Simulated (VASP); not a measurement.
# Al32H (a cell with a defect) in VASP: a series of runs, part 3 of 3

VASP 6.6.1.

## (4) Single point, PBEsol

INCAR

```
ALGO = Normal
EDIFF = 1E-7
ENCUT = 520
GGA = PS
ISIF = 2
ISMEAR = -1
LASPH = True
LCHARG = True
LELF = True
LREAL = Auto
LVHAR = True
LWAVE = False
NBANDS = 70
NELM = 100
PREC = Accurate
SIGMA = 0.1
```

KPOINTS

```
k-points
0
Gamma
  2 2 2
```

POSCAR

```
Al32H
1.0
    8.1000000000      0.0000000000      0.0000000000
    0.0000000000      8.1000000000      0.0000000000
    0.0000000000      0.0000000000      8.1000000000
Al H
32 1
Direct
    0.5117283951      0.0130000000     -0.0191481481
    0.7551111111      0.2610493827     -0.0045802469
    0.7373703704      0.0108765432      0.2389135802
    0.0356666667      0.0080617284     -0.0001851852
    0.2593827160      0.2658765432     -0.0176666667
    0.4899876543      0.4848641975     -0.0125925926
    0.7809012346      0.7583456790      0.0065185185
    0.2350246914      0.0358888889      0.2664444444
    0.4978148148      0.2661604938      0.2767037037
    0.7538765432      0.4813333333      0.2487160494
    0.5077283951      0.0071111111      0.4904814815
    0.7470740741      0.2270987654      0.5422098765
    0.7918024691     -0.0034444444      0.7698765432
   -0.0184567901      0.4917160494      0.0253456790
    0.2582222222      0.7332469136     -0.0222592593
    0.0088888889      0.2436419753      0.2282592593
    0.2365308642      0.4827037037      0.2564074074
    0.4721728395      0.7716666667      0.2521234568
    0.0065061728     -0.0062222222      0.5140246914
    0.2067901235      0.2523580247      0.4848148148
    0.4913950617      0.4948518519      0.4716790123
    0.7230370370      0.7534444444      0.5251851852
    0.2589506173     -0.0030000000      0.7373580247
    0.4969259259      0.2475185185      0.7325432099
    0.7471234568      0.4977160494      0.7536049383
    0.0443086420      0.7617283951      0.2311234568
   -0.0244814815      0.5123209877      0.5109506173
    0.2365185185      0.7207530864      0.5064814815
    0.0169382716      0.2671358025      0.7706049383
    0.2386049383      0.5025555556      0.7425555556
    0.5158888889      0.7455061728      0.7524567901
   -0.0201481481      0.7141604938      0.7418271605
    0.6281234568      0.6303950617      0.1339506173
```

Potentials or basis: VASP PAW PBE potentials, release 64 (Al, H).

Run with:

```
$ cat potpaw_PBE.64/Al/POTCAR potpaw_PBE.64/H/POTCAR > POTCAR
$ mpirun -np 1 vasp_std > vasp.out
```

OUTCAR:

```text
EDIFF = 1E-7
   ENCUT = 520
   GGA = PS
   ISIF = 2
   ISMEAR = -1
   LASPH = True
   LREAL = Auto
   NELM = 100
   PREC = Accurate

 ion  position               nearest neighbor table
   1  0.512  0.013  0.981-  24 2.77   3 2.78   2 2.82  13 2.84  23 2.85  31 2.85   5 2.89  18 2.96
                             7 3.01  15 3.06   9 3.16   8 3.23
   2  0.755  0.261  0.995-  14 2.63  10 2.72  25 2.74  16 2.79  29 2.80   6 2.81   1 2.82  13 2.83
                             3 2.83  24 2.99   4 3.06   9 3.09
   3  0.737  0.011  0.239-  11 2.76   1 2.78   7 2.80   2 2.83   9 2.85  18 2.89  16 2.90  12 3.02
                             4 3.10  19 3.12  22 3.12  26 3.20
   4  0.036  0.008  1.000-  16 2.67   8 2.71  13 2.72  26 2.74   5 2.77  23 2.79  29 2.81  15 2.87
                             7 2.89   2 3.06   3 3.10  32 3.20
   5  0.259  0.266  0.982-   6 2.58  29 2.61  30 2.73   4 2.77  24 2.80  17 2.84  16 2.85   1 2.89
                            14 2.92  23 2.95   8 2.97   9 3.07
   6  0.490  0.485  0.987-  33 2.01   5 2.58  15 2.75   2 2.81  25 2.82  24 2.82  30 2.85  31 2.85
                             9 2.94  17 2.99  10 3.01  18 3.16   7 3.24
   7  0.781  0.758  0.007-  33 1.92  32 2.71  14 2.71  13 2.72   3 2.80  26 2.80   4 2.89  25 2.95
                            31 2.98  10 2.99   1 3.01  18 3.20   6 3.24
   8  0.235  0.036  0.266-  20 2.50  16 2.51   4 2.71  26 2.72  19 2.75   9 2.83  11 2.87  18 2.88
                             5 2.97  28 3.21   1 3.23
   9  0.498  0.266  0.277-  21 2.43  10 2.72  11 2.72  17 2.75   8 2.83   3 2.85  20 2.90   6 2.94
[... 32 lines left out ...]
                            29 2.88  14 2.91   7 2.95  21 3.08
  26  0.044  0.762  0.231-  15 2.70   8 2.72   4 2.74  28 2.74  17 2.75  14 2.80   7 2.80  19 2.98
                            27 3.09   3 3.20  10 3.27
  27  0.976  0.512  0.511-  32 2.48  25 2.70  28 2.71  10 2.79  20 2.83  22 2.83  30 2.84  29 2.91
                            17 2.96  12 2.97  26 3.09  16 3.17
  28  0.237  0.721  0.506-  30 2.60  27 2.71  26 2.74  21 2.77  17 2.80  32 2.82  18 2.84  19 2.89
                            23 2.92  31 3.02  11 3.20   8 3.21
  29  0.017  0.267  0.771-   5 2.61  30 2.63  14 2.77  20 2.78   2 2.80   4 2.81  13 2.85  25 2.88
                            12 2.88  27 2.91  23 2.95  19 3.04
  30  0.239  0.503  0.743-  28 2.60  29 2.63  15 2.67  32 2.71   5 2.73  27 2.84   6 2.85  20 2.92
                            24 2.94  31 2.99  21 3.00  14 3.10
  31  0.516  0.746  0.752-  22 2.49  25 2.75  15 2.77   1 2.85   6 2.85  23 2.91   7 2.98  30 2.99
                            11 3.00  28 3.02  13 3.02  21 3.06
  32  0.980  0.714  0.742-  27 2.48  25 2.58   7 2.71  30 2.71  22 2.74  13 2.76  28 2.82  14 2.92
                            19 2.93  15 2.96   4 3.20  23 3.22
[... 220 lines left out ...]

 Free energy of the ion-electron system (eV)
  ---------------------------------------------------
  ext. energy  EPLUGINS =         0.00000000
  ---------------------------------------------------
  free energy    TOTEN  =      -130.93687284 eV

  energy without entropy =     -130.47143365  energy(sigma->0) =     -130.70415325

 E-fermi :   7.6145     XC(G=0): -10.2363

 val. band max:        7.6122354606   @ k =   0.0000   0.5000   0.0000
 cond. band min:       7.6470927840   @ k =   0.5000   0.0000   0.0000
 fundamental gap:      0.0348573234
 Fermi energy:         7.6145485437

 k-point     1 :       0.0000    0.0000    0.0000
  band No.  band energies     occupation
      1      -3.3662      2.00000
      2      -1.5611      2.00000
      3      -1.3259      2.00000
      4      -1.1789      2.00000
      5      -1.0926      2.00000
      6      -0.9343      2.00000
[... 493 lines left out ...]
     59      10.8279      0.00000
     60      10.9001      0.00000
 [bands above 60 left out]

------------------------ aborting loop because EDIFF is reached ----------------------------------------

  FORCE on cell =-STRESS in cart. coord.  units (eV):
  Direction    XX          YY          ZZ          XY          YZ          ZX
  --------------------------------------------------------------------------------------
  -------------------------------------------------------------------------------------
  Total        5.2394240      8.5122984      7.1331207      0.8807641      1.8987651     -2.0719610
  in kB       15.7957070     25.6627011     21.5047846      2.6553095      5.7243577     -6.2465051
  external PRESSURE =      20.9877309 kB  Pullay stress =       0.0000000 kB

 VOLUME and BASIS-vectors are now :
 -----------------------------------------------------------------------------
  energy-cutoff  :      520.00
  volume of cell :      531.44
      direct lattice vectors                 reciprocal lattice vectors
     8.100000000  0.000000000  0.000000000     0.123456790  0.000000000  0.000000000
     0.000000000  8.100000000  0.000000000     0.000000000  0.123456790  0.000000000
     0.000000000  0.000000000  8.100000000     0.000000000  0.000000000  0.123456790

 POSITION                                       TOTAL-FORCE (eV/Angst)
 -----------------------------------------------------------------------------------
      4.14500      0.10530      7.94490        -0.208143     -0.264969      0.315865
      6.11640      2.11450      8.06290        -0.517944     -0.642243     -0.073347
      5.97270      0.08810      1.93520         0.467347     -0.061827      0.292016
      0.28890      0.06530      8.09850        -0.187238     -0.280695     -0.299283
      2.10100      2.15360      7.95690         0.051001     -0.627198      0.558648
      3.96890      3.92740      7.99800         0.406370      0.422273      0.184731
[... 25 lines left out ...]
      7.93680      5.78470      6.00880         0.900764      1.301027      0.849642
      5.08780      5.10620      1.08500        -0.162539      0.119381     -0.111240
 -----------------------------------------------------------------------------------
    total drift:                                0.006219     -0.001416     -0.001926

  FREE ENERGIE OF THE ION-ELECTRON SYSTEM (eV)
  ---------------------------------------------------
  free  energy   TOTEN  =      -130.9368728389 eV

  energy  without entropy=     -130.4714336548  energy(sigma->0) =     -130.70415325
```

stdout:

```text
POSCAR found type information on POSCAR AlH
 POSCAR found :  2 types and      33 ions
 scaLAPACK will be used
 -----------------------------------------------------------------------------
|                                                                             |
|                                                                             |
|     You enforced a specific xc type in the INCAR file but a different       |
|     I HOPE YOU KNOW WHAT YOU ARE DOING!                                     |
|                                                                             |
 -----------------------------------------------------------------------------

 LDA part: xc-table for (Slater+PW92), standard interpolation
 POSCAR, INCAR and KPOINTS ok, starting setup
 FFT: planning ... GRIDC
 FFT: planning ... GRID_SOFT
 FFT: planning ... GRID
 WAVECAR not read
 entering main loop
```

Run time: 3.5 min. Hardware: 1 thread of Intel Xeon 6975P-C (Granite Rapids), shared host; peak memory 0.55 GiB.

Results:

```
Free energy   : -130.9369 eV
Pressure      : 2.1 GPa
Largest force : 1.808 eV/Å
```

Forces on the atoms (eV/Å):
```
Al  -0.208 -0.265  0.316
Al  -0.518 -0.642 -0.073
Al   0.467 -0.062  0.292
Al  -0.187 -0.281 -0.299
Al   0.051 -0.627  0.559
Al   0.406  0.422  0.185
Al  -0.408  0.102  0.089
Al   1.218 -1.176 -0.635
Al   0.069 -1.104 -1.367
Al  -0.155  0.251  0.858
Al  -0.605 -0.239  0.367
Al   0.829  0.585 -1.005
Al  -0.572 -0.023  0.101
Al   0.987  0.724 -0.906
Al  -0.034  0.360  0.090
Al  -1.080  0.131  0.415
Al   0.126  0.655 -0.571
Al  -0.050 -0.149 -0.252
Al  -0.501 -0.377 -0.337
Al   0.751  0.635  1.347
Al   0.116  0.977  1.473
Al   0.676 -0.080 -1.310
Al   0.063 -0.131  0.127
Al  -0.491  0.182  0.255
Al  -0.635 -0.424  0.231
Al  -0.672 -0.114  0.483
Al   0.033 -0.980 -1.147
Al   0.364  0.845 -0.092
Al  -0.627 -0.456 -0.498
Al   0.599 -0.307 -0.015
Al  -0.750  0.145  0.580
Al   0.901  1.301  0.850
H   -0.163  0.119 -0.111
```

Caveat: the k points lie up to 0.39 Å⁻¹ apart; the PAW data sets were made with another functional, which shifts forces and pressure a little.
